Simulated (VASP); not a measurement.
Input of a VASP 6.6.1 run:

The input INCAR:

```
  ALGO = Normal
  EDIFF = 1E-6
  ENCUT = 400
  GGA = PE
  GGA_COMPAT = F
  ISIF = 2
  ISMEAR = 0
  IVDW = 12
  LASPH = T
  LCHARG = F
  LREAL = F
  LWAVE = F
  NBANDS = 78
  NELECT = 120.0
  NELM = 120
  PREC = Accurate
  SIGMA = 0.05
```

The input KPOINTS:

```
k-points
0
Gamma
  4 4 2
```

The input POSCAR:

```
Si8S15
1.0
    5.4113830413      0.0000000000      5.5267872967
    5.4113830413      0.0000000000     -5.5267872967
    0.0000000000      9.5632436157      0.0000000000
Si S
8 15
Direct
    0.3838419744      0.6334506397      0.0067338032
    0.3159468570      0.1107111678      0.4540731340
    0.8781934541      0.1291078140      0.0094762827
    0.8841286035      0.6276481341      0.5072945117
    0.1334506665      0.8838419476      0.0067338032
    0.1276481379      0.3841286073      0.5072945117
    0.6291077872      0.3781934810      0.0094762827
    0.6107111640      0.8159468532      0.4540731340
    0.3970870289      0.3996521720      0.8887376858
    0.8974209357      0.3974208721      0.3859729134
    0.8996521681      0.8970870251      0.8887376858
    0.1150826594      0.1162498836      0.1284198175
    0.1140482133      0.6140482770      0.6302890779
    0.6162498798      0.6150826556      0.1284198175
    0.3753754663     -0.1246245973      0.3544100868
    0.3659887043      0.8659887679      0.8865598683
    0.3640913392      0.3575179001      0.3791657042
    0.8611529431      0.3611528795      0.8887040152
    0.8575179887      0.8640914278      0.3791657042
    0.1357163723      0.1301234304      0.6124155397
    0.1533854767      0.6533855403      0.1319841939
    0.6301234266      0.6357163685      0.6124155397
    0.6457297341      0.1457296705      0.1301171496
```

Potentials or basis: VASP PAW PBE potentials, release 64 (Si, S).

Run with:

```console
$ cat potpaw_PBE.64/Si/POTCAR potpaw_PBE.64/S/POTCAR > POTCAR
$ mpirun -np 1 vasp_std > vasp.out
```

Problem. Estimate the largest force.

Solution. 0.082 eV/Å.

Problem. Estimate the dispersion energy per atom.

Solution. -0.237 eV.

Forces on the atoms (eV/Å):
```
Si   0.003  0.001 -0.016
Si   0.005 -0.002 -0.041
Si   0.010 -0.008 -0.004
Si  -0.013 -0.002  0.014
Si   0.003  0.001  0.016
Si  -0.013 -0.002 -0.014
Si   0.010 -0.008  0.004
Si   0.005 -0.002  0.041
S    0.031  0.031  0.005
S    0.027  0.023  0.000
S    0.031  0.031 -0.005
S   -0.027 -0.026 -0.003
S   -0.030 -0.020  0.000
S   -0.027 -0.026  0.003
S    0.026  0.036  0.000
S   -0.035  0.037  0.000
S   -0.068  0.038  0.024
S   -0.032  0.033  0.000
S   -0.068  0.038 -0.024
S    0.049 -0.055  0.022
S    0.034 -0.035  0.000
S    0.049 -0.055 -0.022
S    0.033 -0.030  0.000
```

Caveat: the cell carries a net charge on a neutralising background, which shifts energy and pressure.
